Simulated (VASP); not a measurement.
# TaN (C2/m) in VASP: notebook

TaN is run at these levels: PBE; tasks: single point.

All numbers are computed with VASP 6.6.1; they aren't measurements. Logs are shortened: lines on timing, memory, paths and dates and some standing lists are left out, and cuts for length are marked.

## Step 1: The cell of the first run

It takes space group C2/m (No. 12, monoclinic). The conventional cell has a = 4.416 Å, b = 4.416 Å, c = 4.416 Å, α = 90.00°, β = 90.00°, γ = 90.00°. Within 2.9 Å of Ta (site symmetry m) lie 6 N at 2.17 to 2.25 Å. N (site symmetry m) has 6 Ta at 2.17 to 2.25 Å within 2.9 Å.

## Step 2: Single point, PBE (mode 1 frozen in at -0.068 Å and mode 2 at -0.060 Å (largest displacements))

Contents of INCAR:

```
  PREC = Accurate
  ENCUT = 520
  EDIFF = 1E-7
  ISMEAR = 0
  SIGMA = 0.15
  LREAL = F
  LASPH = T
  NELM = 80
  ALGO = Normal
  ISIF = 2
  LWAVE = F
  LCHARG = F
  GGA = PE
  NBANDS = 24
```

Contents of KPOINTS:

```
regular mesh
0
Gamma
  14 14 10
```

Contents of POSCAR:

```
TaN
1.0
    0.0000000000     -2.2081122572     -2.2081122572
    0.0000000000      2.2081122572     -2.2081122572
    4.4162245144      0.0000000000      0.0000000000
Ta N
2 2
Direct
    0.5121475408      0.4878524592     -0.0068336334
   -0.0121475408      0.0121475408      0.5068336334
    0.4864590218      0.5135409782      0.4845569446
    0.0135409782     -0.0135409782      0.0154430554
```

Potentials or basis: VASP PAW PBE potentials, release 64 (Ta_pv, N).

On the command line:

```bash
> cat potpaw_PBE.64/Ta_pv/POTCAR potpaw_PBE.64/N/POTCAR > POTCAR
> mpirun -np 1 vasp_std > vasp.out
```

OUTCAR:

```text
PREC = Accurate
   ENCUT = 520
   EDIFF = 1E-7
   ISMEAR = 0
   LREAL = F
   LASPH = T
   NELM = 80
   ISIF = 2
   GGA = PE

 ion  position               nearest neighbor table
   1  0.512  0.488  0.993-   3 2.17   4 2.20   4 2.21   4 2.21   4 2.22   3 2.25   2 3.00   2 3.08
                             2 3.08   2 3.09   2 3.16   2 3.17   2 3.17   2 3.24
   2  0.988  0.012  0.507-   4 2.17   3 2.20   3 2.21   3 2.21   3 2.22   4 2.25   1 3.00   1 3.08
                             1 3.08   1 3.09   1 3.16   1 3.17   1 3.17   1 3.24
   3  0.486  0.514  0.485-   1 2.17   2 2.20   2 2.21   2 2.21   2 2.22   1 2.25
   4  0.014  0.986  0.015-   2 2.17   1 2.20   1 2.21   1 2.21   1 2.22   2 2.25

  LATTYP: Found a simple tetragonal cell.
 ALAT       =     3.1227423014
 C/A-ratio  =     1.4142135624

  Lattice vectors:

 A1 = (   0.0000000000,  -2.2081122572,  -2.2081122572)
 A2 = (   0.0000000000,   2.2081122572,  -2.2081122572)
 A3 = (   4.4162245144,   0.0000000000,   0.0000000000)

Analysis of symmetry for initial positions (statically):
=====================================================================
 Subroutine PRICEL returns:
 Original cell was already a primitive cell.

 Routine SETGRP: Setting up the symmetry group for a
 simple tetragonal supercell.

 Subroutine GETGRP returns: Found  4 space group operations
 (whereof  2 operations were pure point group operations)
 out of a pool of 16 trial point group operations.

The static configuration has the point symmetry C_1h.
 The point group associated with its full space group is C_2h.

Analysis of symmetry for dynamics (positions and initial velocities):
=====================================================================
 Subroutine PRICEL returns:
 Original cell was already a primitive cell.

 Routine SETGRP: Setting up the symmetry group for a
 simple tetragonal supercell.

 Subroutine GETGRP returns: Found  4 space group operations
 (whereof  2 operations were pure point group operations)
 out of a pool of 16 trial point group operations.

The dynamic configuration has the point symmetry C_1h.
 The point group associated with its full space group is C_2h.

 Subroutine INISYM returns: Found  4 space group operations
 (whereof  2 operations are pure point group operations),
 and found     1 'primitive' translations

----------------------------------------------------------------------------------------

                                     Primitive cell

  volume of cell :      43.0649

  direct lattice vectors                    reciprocal lattice vectors
     0.000000000 -2.208112257 -2.208112257     0.000000000 -0.226437763 -0.226437763
     0.000000000  2.208112257 -2.208112257     0.000000000  0.226437763 -0.226437763
     4.416224514  0.000000000  0.000000000     0.226437763  0.000000000  0.000000000

  length of vectors
     3.122742301  3.122742301  4.416224514     0.320231355  0.320231355  0.226437763

  position of ions in fractional coordinates (direct lattice)
     0.512147541  0.487852459  0.993166367
     0.987852459  0.012147541  0.506833633
     0.486459022  0.513540978  0.484556945
     0.013540978  0.986459022  0.015443055

  ion indices of the primitive-cell ions
   primitive index   ion index
                 1           1
                 2           2
                 3           3
                 4           4

----------------------------------------------------------------------------------------

 KPOINTS: regular mesh

Automatic generation of k-mesh.
 Grid dimensions read from file:
 generate k-points for:   14   14   10

 Generating k-lattice:

  Cartesian coordinates                     Fractional coordinates (reciprocal lattice)
     0.000000000 -0.016174126 -0.016174126     0.071428571  0.000000000  0.000000000
     0.000000000  0.016174126 -0.016174126     0.000000000  0.071428571  0.000000000
     0.022643776  0.000000000  0.000000000     0.000000000  0.000000000  0.100000000

  Length of vectors
     0.022873668  0.022873668  0.022643776

  Shift w.r.t. Gamma in fractional coordinates (k-lattice)
     0.000000000  0.000000000  0.000000000

 Subroutine IBZKPT returns following result:
 ===========================================

 Found    534 irreducible k-points:

 Following reciprocal coordinates:
            Coordinates               Weight
  0.000000  0.000000  0.000000      1.000000
  0.071429  0.000000  0.000000      4.000000
  0.142857  0.000000  0.000000      4.000000
  0.214286  0.000000  0.000000      4.000000
  0.285714  0.000000  0.000000      4.000000
  0.357143  0.000000  0.000000      4.000000
[... 16 lines left out ...]
 -0.142857  0.142857  0.000000      2.000000
  0.214286  0.142857  0.000000      4.000000
 [... further k-points ...]
   k-points           NKPTS =    534   k-points in BZ     NKDIM =    534   number of bands    NBANDS=     24
   number of dos      NEDOS =    301   number of ions     NIONS =      4
   total plane-waves  NPLWV =  20736
   dimension x,y,z NGX =    24 NGY =   24 NGZ =   36
   dimension x,y,z NGXF=    48 NGYF=   48 NGZF=   72
   ions per type =               2   2
   NGX,Y,Z   is equivalent  to a cutoff of  12.78, 12.78, 13.55 a.u.
   NGXF,Y,Z  is equivalent  to a cutoff of  25.55, 25.55, 27.10 a.u.
 SYSTEM =  unknown system
   PREC   = accura    normal or accurate (medium, high low for compatibility)
   ISTART =      0    job   : 0-new  1-cont  2-samecut
   ICHARG =      2    charge: 1-file 2-atom 10-const
   ISPIN  =      1    spin polarized calculation?
   LNONCOLLINEAR =      F non collinear calculations
   LSORBIT =      F    spin-orbit coupling
   LASPH  =      T    aspherical Exc in radial PAW
   ENCUT  =  520.0 eV  38.22 Ry    6.18 a.u.   5.81  5.81  8.21*2*pi/ulx,y,z
   NELM   =     80;   NELMIN=  2; NELMDL= -5     # of ELM steps
   EDIFF  = 0.1E-06   stopping-criterion for ELM
   LREAL  =      F    real-space projection
   EDIFFG = 0.1E-05   stopping-criterion for IOM
   NSW    =      0    number of steps for IOM
   IBRION =     -1    ionic relax: 0-MD 1-quasi-New 2-CG
   NFREE  =      0    steps in history (QN), initial steepest desc. (CG)
   ISIF   =      2    stress and relaxation
   ISYM   =      2    0-nonsym 1-usesym 2-fastsym
   POTIM  = 0.5000    time-step for ionic-motion
   TEBEG  =    0.0;   TEEND  =   0.0 temperature during run
   PSTRESS=    0.0 pullay stress
   NELECT =      32.0000    total number of electrons
   NUPDOWN=      -1.0000    fix difference up-down
   EMIN   =  10.00;   EMAX   =-10.00  energy-range for DOS
   EFERMI =   0.00;   METHOD = LEGACY
   ISMEAR =     0;   SIGMA  =   0.15  broadening in eV -4-tet -1-fermi 0-gaus
   EFERMI_NEDOS =   21; number of points for ismear=-14 and -15
   IALGO  =     38    algorithm
   IMIX   =      4    mixing-type and parameters
     AMIX     =   0.40;   BMIX     =  1.00
     AMIX_MAG =   1.60;   BMIX_MAG =  1.00
  volume/ion in A,a.u.               =      10.77        72.65
  Fermi-wavevector in a.u.,A,eV,Ry     =   1.482804  2.802093 29.915225  2.198707
  Thomas-Fermi vector in A             =   2.596544
   LORBIT       =      0    0 simple, 1 ext, 2 COOP (PROOUT), +10 PAW based schemes
   GGA     = PE    functional components
   LHFCALC =     F    Hartree Fock is set to
   AEXX    =    0.0000 exact exchange contribution
   IVDW    =     0    specifies the selected vdW correction
   LEPSILON=     F    determine dielectric tensor
   LRPA    =     F    only Hartree local field effects (RPA)
 non-spin polarized calculation
 Gauss-broadening in eV      SIGMA  =   0.15
  energy-cutoff  :      520.00
  volume of cell :       43.06
 maximum number of plane-waves:      1208
   NGX = 11   NGY = 11   NGZ = 17

 number of electron      31.9999999 magnetization

 Free energy of the ion-electron system (eV)
  ---------------------------------------------------
  ext. energy  EPLUGINS =         0.00000000
  ---------------------------------------------------
  free energy    TOTEN  =       -43.71768601 eV

  energy without entropy =      -43.69833393  energy(sigma->0) =      -43.70800997

 E-fermi :   9.2824     XC(G=0): -13.3673

 val. band max:        9.2823510821   @ k =  -0.3571  -0.2857   0.4000
 cond. band min:       9.2834324879   @ k =  -0.1429   0.2857   0.0000
 fundamental gap:      0.0010814058
 Fermi energy:         9.2824103799

 k-point     1 :       0.0000    0.0000    0.0000
  band No.  band energies     occupation
      1     -27.0834      2.00000
      2     -26.6911      2.00000
      3     -26.6739      2.00000
      4     -26.4225      2.00000
      5     -26.4080      2.00000
      6     -26.3701      2.00000
[... 16 lines left out ...]
     23      12.7900      0.00000
     24      12.9539      0.00000

 k-point     2 :       0.0714    0.0000    0.0000
  band No.  band energies     occupation
      1     -27.0733      2.00000
      2     -26.7043      2.00000
      3     -26.6739      2.00000
      4     -26.4427      2.00000
      5     -26.4141      2.00000
      6     -26.3779      2.00000
[... 16 lines left out ...]
     23      12.7103      0.00000
     24      12.8729      0.00000

 k-point     3 :       0.1429    0.0000    0.0000
  band No.  band energies     occupation
      1     -27.0437      2.00000
      2     -26.7550      2.00000
      3     -26.6589      2.00000
      4     -26.5138      2.00000
      5     -26.4224      2.00000
      6     -26.3953      2.00000
[... 16 lines left out ...]
     23      12.5843      0.00000
     24      12.6703      0.00000
[... 514 lines left out ...]
 k-point    23 :      -0.1429    0.1429    0.0000
  band No.  band energies     occupation
      1     -27.0067      2.00000
      2     -26.7726      2.00000
      3     -26.6909      2.00000
      4     -26.5497      2.00000
      5     -26.4732      2.00000
      6     -26.4287      2.00000
[... 16 lines left out ...]
     23      12.8392      0.00000
     24      13.7336      0.00000

 k-point    24 :       0.2143    0.1429    0.0000
  band No.  band energies     occupation
      1     -26.9641      2.00000
      2     -26.8181      2.00000
      3     -26.6911      2.00000
      4     -26.6599      2.00000
      5     -26.4794      2.00000
      6     -26.4470      2.00000
[... 16 lines left out ...]
     23      13.1602      0.00000
     24      14.0560      0.00000

 [... further k-points ...]
[... 5 lines left out ...]
  --------------------------------------------------------------------------------------
  -------------------------------------------------------------------------------------
  Total        0.6212298      0.5447185     -0.3445077     -0.1656794      0.0000000      0.0000000
  in kB       23.1120998     20.2655908    -12.8169913     -6.1638994      0.0000000      0.0000000
  external PRESSURE =      10.1868998 kB  Pullay stress =       0.0000000 kB

 VOLUME and BASIS-vectors are now :
 -----------------------------------------------------------------------------
  energy-cutoff  :      520.00
  volume of cell :       43.06
      direct lattice vectors                 reciprocal lattice vectors
     0.000000000 -2.208112257 -2.208112257     0.000000000 -0.226437763 -0.226437763
     0.000000000  2.208112257 -2.208112257     0.000000000  0.226437763 -0.226437763
     4.416224514  0.000000000  0.000000000     0.226437763  0.000000000  0.000000000

 POSITION                                       TOTAL-FORCE (eV/Angst)
 -----------------------------------------------------------------------------------
      4.38605     -0.05365     -2.20811        -0.982831     -0.275398      0.000000
      2.23829     -2.15447     -2.20811         0.982831      0.275398      0.000000
      2.13991      0.05980     -2.20811        -0.008978      0.029784      0.000000
      0.06820      2.14831     -2.20811         0.008978     -0.029784      0.000000
 -----------------------------------------------------------------------------------
    total drift:                               -0.000000      0.000000     -0.000000

  FREE ENERGIE OF THE ION-ELECTRON SYSTEM (eV)
  ---------------------------------------------------
  free  energy   TOTEN  =       -43.7176860131 eV

  energy  without entropy=      -43.6983339346  energy(sigma->0) =      -43.70800997
```

Wall time 3.9 min (1 thread of Intel Xeon 6975P-C (Granite Rapids), shared host); peak memory 0.53 GiB.

Results:

* Free energy: -43.7177 eV
* Pressure: 1.0 GPa
* Largest force: 1.021 eV/Å
* Band gap on the k mesh: zero (band 16 reaches 11.14 eV, above the bottom of band 17 at 7.44 eV)

Forces on the atoms (eV/Å):
```
Ta  -0.983 -0.275  0.000
Ta   0.983  0.275  0.000
N   -0.009  0.030  0.000
N    0.009 -0.030  0.000
```

Caveat: the cell differs from its parent crystal (mode 1 frozen in at -0.068 Å and mode 2 at -0.060 Å (largest displacements)); spin-orbit coupling is left out, which moves the levels of the heavy elements; forces of over 1 eV/Å act on the atoms, so gaps and moduli don't describe the material at rest.

## Step 3: Single point, PBE (mode 1 frozen in at +0.068 Å and mode 2 at +0.060 Å (largest displacements))

Contents of INCAR:

```
SYSTEM = TaN
PREC = Accurate
ENCUT = 520
EDIFF = 1E-7
ISMEAR = 0
SIGMA = 0.15
LREAL = .False.
LASPH = .True.
NELM = 100
ALGO = Normal
ISIF = 2
LWAVE = .False.
LCHARG = .True.
GGA = PE
LELF = .True.
LVHAR = .True.
NBANDS = 24
```

Contents of KPOINTS:

```
regular mesh
0
Gamma
  14 14 10
  0 0 0
```

Contents of POSCAR:

```
TaN
1.0
    0.0000000000     -2.2081122572     -2.2081122572
    0.0000000000      2.2081122572     -2.2081122572
    4.4162245144      0.0000000000      0.0000000000
Ta N
2 2
Direct
    0.4878727728      0.5121272272      0.0068436534
    0.0121272272     -0.0121272272      0.4931563466
    0.5135183345      0.4864816655      0.5154656992
   -0.0135183345      0.0135183345     -0.0154656992
```

Potentials or basis: VASP PAW PBE potentials, release 64 (Ta_pv, N).

On the command line:

```bash
> cat potpaw_PBE.64/Ta_pv/POTCAR potpaw_PBE.64/N/POTCAR > POTCAR
> mpirun -np 1 vasp_std > vasp.out
```

Run time: 3.9 min. Hardware: 1 thread of Intel Xeon 6975P-C (Granite Rapids), shared host; peak memory 0.53 GiB.

Results (log left out):

- Free energy: -43.7177 eV
- Pressure: 1.0 GPa
- Largest force: 1.022 eV/Å
- Band gap on the k mesh: zero (band 16 reaches 11.14 eV, above the bottom of band 17 at 7.44 eV)

Forces on the atoms (eV/Å):
```
Ta   0.984  0.275  0.000
Ta  -0.984 -0.275  0.000
N    0.009 -0.030  0.000
N   -0.009  0.030  0.000
```

Stress tensor (GPa, compression positive):
```
 2.32 -0.62  0.00
-0.62  2.02  0.00
 0.00  0.00 -1.28
```

Levels at points of the mesh, in eV from the Fermi level:
```tsv
k point	band 14	band 15	band 16	band 17	band 18	band 19
(0.00, 0.00, 0.00)	-3.64	-3.61	-2.00	-1.85	-1.82	0.18
(0.50, 0.00, 0.00)	-6.08	-0.17	0.38	0.68	1.26	1.82
(0.50, 0.50, 0.00)	-4.48	-4.43	-4.25	2.26	2.30	3.56
(0.00, 0.00, 0.50)	-4.44	-4.06	-3.81	0.86	1.13	1.28
(0.50, 0.00, 0.50)	-7.29	1.85	1.86	1.91	1.96	1.99
(0.50, 0.50, 0.50)	-6.21	-0.77	-0.74	0.60	0.67	3.59
```

Caveat: the cell differs from its parent crystal (mode 1 frozen in at +0.068 Å and mode 2 at +0.060 Å (largest displacements)); spin-orbit coupling is left out, which moves the levels of the heavy elements; forces of over 1 eV/Å act on the atoms, so gaps and moduli don't describe the material at rest.
